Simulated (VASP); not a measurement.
# PtSe2 in VASP: settings compared

PtSe2 is run at these levels: PBE exchange alone, PBE, RPBE+D4, pbe exchange, pbesol correlation; tasks: relaxation of cell and atoms, single point.

Program: VASP 6.6.1. These are calculated values, not measurements. Logs are shortened: lines on timing, memory, paths and dates and some standing lists are left out, and cuts for length are marked.

## 1. The cell of the first run

It takes space group P-3m1 (No. 164, trigonal). The conventional cell has a = 3.724 Å, b = 3.724 Å, c = 5.062 Å, α = 90.00°, β = 90.00°, γ = 120.00°. Pt (site symmetry -3m) has 6 Se at 2.49 Å within 3.3 Å. Se (site symmetry 3m) has 3 Pt at 2.49 Å and 6 Se at 3.32 Å within 3.4 Å.

## 2. Relaxation of cell and atoms, PBE exchange alone

INCAR reads:

```
AGGAC = 0.0 ; ALDAC = 0.0
ALGO = Normal ; EDIFF = 1E-6
EDIFFG = -0.01 ; ENCUT = 600
GGA = PE ; IBRION = 2
ISIF = 3 ; ISMEAR = -1
LASPH = True ; LCHARG = False
LREAL = False ; LWAVE = False
NELM = 100 ; NSW = 60
PREC = Accurate ; SIGMA = 0.05
```

KPOINTS reads:

```
k-points
0
Gamma
  8 8 5
```

POSCAR reads:

```
PtSe2
1.0
    3.7240000000      0.0000000000      0.0000000000
   -1.8620000000      3.2250786037      0.0000000000
    0.0000000000      0.0000000000      5.0620000000
Pt Se
1 2
Direct
    0.0000000000      0.0000000000      0.0000000000
    0.6666666667      0.3333333333      0.7500000000
    0.3333333333      0.6666666667      0.2500000000
```

Potentials or basis: VASP PAW PBE potentials, release 64 (Pt, Se).

Run with:

```sh
> cat potpaw_PBE.64/Pt/POTCAR potpaw_PBE.64/Se/POTCAR > POTCAR
> mpirun -np 1 vasp_std > vasp.out
```

OUTCAR:

```text
EDIFF = 1E-6
   EDIFFG = -0.01
   ENCUT = 600
   GGA = PE
   IBRION = 2
   ISIF = 3
   ISMEAR = -1
   LASPH = True
   LREAL = False
   NELM = 100
   NSW = 60
   PREC = Accurate

 ion  position               nearest neighbor table
   1  0.000  0.000  0.000-   2 2.49   3 2.49   2 2.49   3 2.49   2 2.49   3 2.49
   2  0.667  0.333  0.750-   1 2.49   1 2.49   1 2.49
   3  0.333  0.667  0.250-   1 2.49   1 2.49   1 2.49

  LATTYP: Found a hexagonal cell.
 ALAT       =     3.7240000000
 C/A-ratio  =     1.3592910849

  Lattice vectors:

 A1 = (   3.7240000000,   0.0000000000,   0.0000000000)
 A2 = (  -1.8620000000,   3.2250786037,   0.0000000000)
 A3 = (   0.0000000000,   0.0000000000,   5.0620000000)

Analysis of symmetry for initial positions (statically):
=====================================================================
 Subroutine PRICEL returns:
 Original cell was already a primitive cell.

 Routine SETGRP: Setting up the symmetry group for a
 hexagonal supercell.

 Subroutine GETGRP returns: Found 12 space group operations
 (whereof 12 operations were pure point group operations)
 out of a pool of 24 trial point group operations.

The static configuration has the point symmetry D_3d.

Analysis of symmetry for dynamics (positions and initial velocities):
=====================================================================
 Subroutine PRICEL returns:
 Original cell was already a primitive cell.

 Routine SETGRP: Setting up the symmetry group for a
 hexagonal supercell.

 Subroutine GETGRP returns: Found 12 space group operations
 (whereof 12 operations were pure point group operations)
 out of a pool of 24 trial point group operations.

The dynamic configuration has the point symmetry D_3d.

 Subroutine INISYM returns: Found 12 space group operations
 (whereof 12 operations are pure point group operations),
 and found     1 'primitive' translations

----------------------------------------------------------------------------------------

                                     Primitive cell

  volume of cell :      60.7956

  direct lattice vectors                    reciprocal lattice vectors
     3.724000000  0.000000000  0.000000000     0.268528464  0.155034981  0.000000000
    -1.862000000  3.225078604  0.000000000     0.000000000  0.310069962  0.000000000
     0.000000000  0.000000000  5.062000000     0.000000000  0.000000000  0.197550375

  length of vectors
     3.724000000  3.724000000  5.062000000     0.310069962  0.310069962  0.197550375

  position of ions in fractional coordinates (direct lattice)
     0.000000000  0.000000000  0.000000000
     0.666666667  0.333333333  0.750000000
     0.333333333  0.666666667  0.250000000

  ion indices of the primitive-cell ions
   primitive index   ion index
                 1           1
                 2           2
                 3           3

----------------------------------------------------------------------------------------

 KPOINTS: k-points

Automatic generation of k-mesh.
 Grid dimensions read from file:
 generate k-points for:    8    8    5

 Generating k-lattice:

  Cartesian coordinates                     Fractional coordinates (reciprocal lattice)
     0.033566058  0.019379373  0.000000000     0.125000000  0.000000000  0.000000000
     0.000000000  0.038758745  0.000000000     0.000000000  0.125000000  0.000000000
     0.000000000  0.000000000  0.039510075     0.000000000  0.000000000  0.200000000

  Length of vectors
     0.038758745  0.038758745  0.039510075

  Shift w.r.t. Gamma in fractional coordinates (k-lattice)
     0.000000000  0.000000000  0.000000000

 Subroutine IBZKPT returns following result:
 ===========================================

 Found     40 irreducible k-points:

 Following reciprocal coordinates:
            Coordinates               Weight
  0.000000  0.000000  0.000000      1.000000
  0.125000 -0.000000  0.000000      6.000000
  0.250000 -0.000000  0.000000      6.000000
  0.375000  0.000000  0.000000      6.000000
  0.500000 -0.000000  0.000000      3.000000
  0.125000  0.125000  0.000000      6.000000
[... 16 lines left out ...]
 -0.125000  0.500000  0.200000     12.000000
  0.250000  0.250000  0.200000     12.000000
 [... further k-points ...]
   k-points           NKPTS =     40   k-points in BZ     NKDIM =     40   number of bands    NBANDS=     15
   number of dos      NEDOS =    301   number of ions     NIONS =      3
   total plane-waves  NPLWV =  36000
   dimension x,y,z NGX =    30 NGY =   30 NGZ =   40
   dimension x,y,z NGXF=    60 NGYF=   60 NGZF=   80
   ions per type =               1   2
   NGX,Y,Z   is equivalent  to a cutoff of  13.39, 13.39, 13.14 a.u.
   NGXF,Y,Z  is equivalent  to a cutoff of  26.79, 26.79, 26.27 a.u.
 SYSTEM =  unknown system
   PREC   = accura    normal or accurate (medium, high low for compatibility)
   ISTART =      0    job   : 0-new  1-cont  2-samecut
   ICHARG =      2    charge: 1-file 2-atom 10-const
   ISPIN  =      1    spin polarized calculation?
   LNONCOLLINEAR =      F non collinear calculations
   LSORBIT =      F    spin-orbit coupling
   LASPH  =      T    aspherical Exc in radial PAW
   ENCUT  =  600.0 eV  44.10 Ry    6.64 a.u.   7.44  7.44 10.11*2*pi/ulx,y,z
   NELM   =    100;   NELMIN=  2; NELMDL= -5     # of ELM steps
   EDIFF  = 0.1E-05   stopping-criterion for ELM
   LREAL  =      F    real-space projection
   EDIFFG = -.1E-01   stopping-criterion for IOM
   NSW    =     60    number of steps for IOM
   IBRION =      2    ionic relax: 0-MD 1-quasi-New 2-CG
   NFREE  =      1    steps in history (QN), initial steepest desc. (CG)
   ISIF   =      3    stress and relaxation
   ISYM   =      2    0-nonsym 1-usesym 2-fastsym
   POTIM  = 0.5000    time-step for ionic-motion
   TEBEG  =    0.0;   TEEND  =   0.0 temperature during run
   PSTRESS=    0.0 pullay stress
   NELECT =      22.0000    total number of electrons
   NUPDOWN=      -1.0000    fix difference up-down
   EMIN   =  10.00;   EMAX   =-10.00  energy-range for DOS
   EFERMI =   0.00;   METHOD = LEGACY
   ISMEAR =    -1;   SIGMA  =   0.05  broadening in eV -4-tet -1-fermi 0-gaus
   EFERMI_NEDOS =   21; number of points for ismear=-14 and -15
   IALGO  =     38    algorithm
   IMIX   =      4    mixing-type and parameters
     AMIX     =   0.40;   BMIX     =  1.00
     AMIX_MAG =   1.60;   BMIX_MAG =  1.00
  volume/ion in A,a.u.               =      20.27       136.76
  Fermi-wavevector in a.u.,A,eV,Ry     =   1.166608  2.204570 18.517184  1.360975
  Thomas-Fermi vector in A             =   2.303119
   LORBIT       =      0    0 simple, 1 ext, 2 COOP (PROOUT), +10 PAW based schemes
   GGA     = PE    functional components
   LHFCALC =     F    Hartree Fock is set to
   AEXX    =    0.0000 exact exchange contribution
   IVDW    =     0    specifies the selected vdW correction
   LEPSILON=     F    determine dielectric tensor
   LRPA    =     F    only Hartree local field effects (RPA)
 conjugate gradient relaxation of ions
 non-spin polarized calculation
  energy-cutoff  :      600.00
  volume of cell :       60.80
 maximum number of plane-waves:      2057
 NGX is ok and might be reduce to    30
   NGX = 15   NGY = 15   NGZ = 21

--------------------------------------- Ionic step        1  -------------------------------------------

 number of electron      21.9999999 magnetization

 Free energy of the ion-electron system (eV)
  ---------------------------------------------------
  ext. energy  EPLUGINS =         0.00000000
  ---------------------------------------------------
  free energy    TOTEN  =        -9.21088878 eV

  energy without entropy =       -9.20649456  energy(sigma->0) =       -9.20869167

 E-fermi :   8.1830     XC(G=0):  -8.9239

 val. band max:        8.1416525930   @ k =   0.0000   0.1250   0.2000
 cond. band min:       8.2675853309   @ k =   0.3750   0.2500   0.0000
 fundamental gap:      0.1259327379
 Fermi energy:         8.1829516521

 k-point     1 :       0.0000    0.0000    0.0000
  band No.  band energies     occupation
      1      -7.5834      2.00000
      2      -4.8109      2.00000
      3       0.9731      2.00000
      4       1.6585      2.00000
      5       1.6585      2.00000
      6       4.1018      2.00000
      7       4.1018      2.00000
      8       5.5276      2.00000
      9       7.0301      2.00000
     10       7.0301      2.00000
     11       8.4911      0.00420
     12       9.5655      0.00000
     13       9.5655      0.00000
     14      11.9652      0.00000
     15      12.4307      0.00000
[... 518 lines left out ...]
  FREE ENERGIE OF THE ION-ELECTRON SYSTEM (eV)
  ---------------------------------------------------
  free  energy   TOTEN  =       -10.0150682138 eV

  energy  without entropy=      -10.0094573951  energy(sigma->0) =      -10.01226280

[... ionic steps 4 to 21 ...]

--------------------------------------- Ionic step       22  -------------------------------------------

 number of electron      21.9999996 magnetization

------------------------ aborting loop because EDIFF is reached ----------------------------------------

  FORCE on cell =-STRESS in cart. coord.  units (eV):
  Direction    XX          YY          ZZ          XY          YZ          ZX
  --------------------------------------------------------------------------------------
  -------------------------------------------------------------------------------------
  Total        0.0113723      0.0113723     -0.0070807      0.0000000      0.0000000      0.0000000
  in kB        0.1807128      0.1807128     -0.1125172      0.0000000      0.0000000      0.0000000
  external PRESSURE =       0.0829695 kB  Pullay stress =       0.0000000 kB
[... 59 lines left out ...]
  energy  without entropy=      -10.3358246531  energy(sigma->0) =      -10.33582800

--------------------------------------- Ionic step       24  -------------------------------------------

 number of electron      21.9999995 magnetization

 Free energy of the ion-electron system (eV)
  ---------------------------------------------------
  ext. energy  EPLUGINS =         0.00000000
  ---------------------------------------------------
  free energy    TOTEN  =       -10.33583144 eV

  energy without entropy =      -10.33582473  energy(sigma->0) =      -10.33582809

 E-fermi :   2.7296     XC(G=0):  -6.5592

 val. band max:        2.2404179743   @ k =   0.1250   0.1250   0.0000
 cond. band min:       3.1934578485   @ k =   0.0000   0.2500   0.4000
 fundamental gap:      0.9530398743
 Fermi energy:         2.7296474163

 k-point     1 :       0.0000    0.0000    0.0000
  band No.  band energies     occupation
      1     -10.9234      2.00000
      2      -9.6542      2.00000
      3      -2.0975      2.00000
      4      -1.9993      2.00000
      5      -1.9993      2.00000
      6      -0.0780      2.00000
      7      -0.0780      2.00000
      8       1.0326      2.00000
      9       1.9411      2.00000
     10       2.1282      1.99999
     11       2.1282      1.99999
     12       4.5811      0.00000
     13       4.5811      0.00000
     14       5.7176      0.00000
     15       7.7443      0.00000
[... 444 lines left out ...]
  FREE ENERGIE OF THE ION-ELECTRON SYSTEM (eV)
  ---------------------------------------------------
  free  energy   TOTEN  =       -10.3358314430 eV

  energy  without entropy=      -10.3358247344  energy(sigma->0) =      -10.33582809

 reached required accuracy - stopping structural energy minimisation
```

Run time: 14 min. Hardware: 1 thread of Intel Xeon Platinum 8259CL at 2.50GHz (Skylake/Cascade Lake), shared host; peak memory 0.22 GiB.

Results:

```yaml
Free_energy: -10.3358 eV
Relaxed_volume: 33.64 Å³/atom
Relaxed_cell: a = 3.924 Å, b = 3.924 Å, c = 7.566 Å, α = 90.00°, β = 90.00°, γ = 120.00°
Space_group_after_relaxing_to_0.1_Å: P-3m1 (No. 164)
Energy_gained_by_relaxing: 375.0 meV/atom
Ionic_steps: 24
Pressure_after_relaxing: 0.0 GPa
Largest_force_after_relaxing: 0.009 eV/Å
Band_gap_on_the_k_mesh: 0.95 eV (least direct gap 1.12 eV)
```

Forces in eV/Å, atoms in the order of the input:
```
Pt   0.000  0.000  0.000
Se   0.000  0.000  0.009
Se   0.000  0.000 -0.009
```

The path:
| step | energy change (eV) | largest force (eV/Å) | pressure (GPa) | volume (Å³) |
| --- | --- | --- | --- | --- |
| 1 | 0.0000 | 1.5346 | 24.04 | 60.80 |
| 2 | -0.0528 | 1.5201 | -8.96 | 91.65 |
| 3 | -0.8042 | 0.6323 | -0.09 | 73.61 |
| 4 | -0.8053 | 0.5936 | 0.31 | 73.21 |
| 5 | -0.8054 | 0.5671 | 0.58 | 72.95 |
| 6 | -0.8427 | 0.5001 | 0.46 | 73.96 |
| 7 | -0.9336 | 0.2833 | 0.32 | 76.97 |
| 8 | -1.0287 | 0.2260 | 1.00 | 83.03 |
| 9 | -0.8282 | 1.6035 | 4.86 | 95.21 |
| 10 | -0.9987 | 0.7710 | 2.61 | 86.26 |
| 11 | -1.0193 | 0.6753 | 1.93 | 87.90 |
| 12 | -1.0568 | 0.4141 | 0.22 | 92.90 |
| 13 | -1.0493 | 0.0208 | -2.16 | 103.22 |
| 14 | -1.0637 | 0.1992 | -1.06 | 98.03 |
| 15 | -1.0823 | 0.1685 | -0.88 | 98.47 |
| 16 | -1.1180 | 0.0788 | -0.28 | 99.65 |
| 17 | -1.0952 | 0.0823 | 1.16 | 101.41 |
| 18 | -1.1246 | 0.0357 | 0.20 | 100.30 |
| 19 | -1.1246 | 0.0324 | 0.23 | 100.34 |
| 20 | -1.1249 | 0.0207 | 0.00 | 100.84 |
| 21 | -1.1249 | 0.0150 | 0.02 | 100.79 |
| 22 | -1.1249 | 0.0133 | 0.01 | 100.83 |
| 23 | -1.1249 | 0.0100 | -0.02 | 100.90 |
| 24 | -1.1249 | 0.0094 | 0.00 | 100.91 |

Final structure:
```yaml
crystal:
  lattice:
    - [3.92419, 0.00000, 0.00000]
    - [-1.96210, 3.39845, 0.00000]
    - [0.00000, 0.00000, 7.56633]
  atoms:
    - { symbol: Pt, position: [0.00000, 0.00000, 0.00000] }
    - { symbol: Se, position: [0.66667, 0.33333, 0.81991] }
    - { symbol: Se, position: [0.33333, 0.66667, 0.18009] }
```

Caveat: the volume moved by over 15 % at a fixed basis, so the end points are rough; spin-orbit coupling is left out, which moves the levels of the heavy elements; an odd mesh through Γ misses points on the zone boundary, where band edges can lie. Zero-point motion and thermal expansion aren't in these numbers.

## 3. Single point, PBE (atoms moved at random)

INCAR reads:

```
SYSTEM = PtSe2
PREC = Accurate
ENCUT = 400
EDIFF = 1E-7
ISMEAR = 0
SIGMA = 0.02
LREAL = .FALSE.
LASPH = .TRUE.
ALGO = Normal
NELM = 100
ISIF = 2
LWAVE = .FALSE.
LCHARG = .FALSE.
```

KPOINTS reads:

```
k-points
0
Gamma
  7 7 5
```

POSCAR reads:

```
PtSe2
1.0
    3.7240000000      0.0000000000      0.0000000000
   -1.8620000000      3.2250786037      0.0000000000
    0.0000000000      0.0000000000      5.0620000000
Pt Se
1 2
Direct
   -0.0081800000     -0.0027050000     -0.0015850000
    0.6763260000      0.3478320000      0.7496380000
    0.3303040000      0.6680840000      0.2500600000
```

Potentials or basis: VASP PAW PBE potentials, release 64 (Pt, Se).

Run with:

```sh
> cat potpaw_PBE.64/Pt/POTCAR potpaw_PBE.64/Se/POTCAR > POTCAR
> mpirun -np 1 vasp_std > vasp.out
```

It took 55 s on 1 thread of Intel Xeon Platinum 8488C (Sapphire Rapids), shared host; peak memory 0.21 GiB.

It converged, with:

```
Free energy            : -14.1654 eV
Pressure               : 7.4 GPa
Largest force          : 0.901 eV/Å
Band gap on the k mesh : zero (bands 11 and 12 overlap by 0.33 eV)
```

Forces on the atoms (eV/Å):
```
Pt   0.352  0.584  0.159
Se  -0.262 -0.492 -0.708
Se  -0.090 -0.092  0.549
```

Stress tensor (GPa, compression positive):
```
 7.37 -0.27  0.47
-0.27  8.64  1.14
 0.47  1.14  6.07
```

Levels at points of the mesh, in eV from the Fermi level:
```
           k point  band 8  band 9  band 10  band 11  band 12  band 13  band 14  band 15
(0.00, 0.00, 0.00)   -2.66   -1.20    -1.05     0.32     1.32     1.47     3.55     4.14
```

Caveat: the cell differs from its parent crystal (atoms moved at random); the cell stands under pressure; spin-orbit coupling is left out, which moves the levels of the heavy elements.

(Part 1 of 2 ends here.)
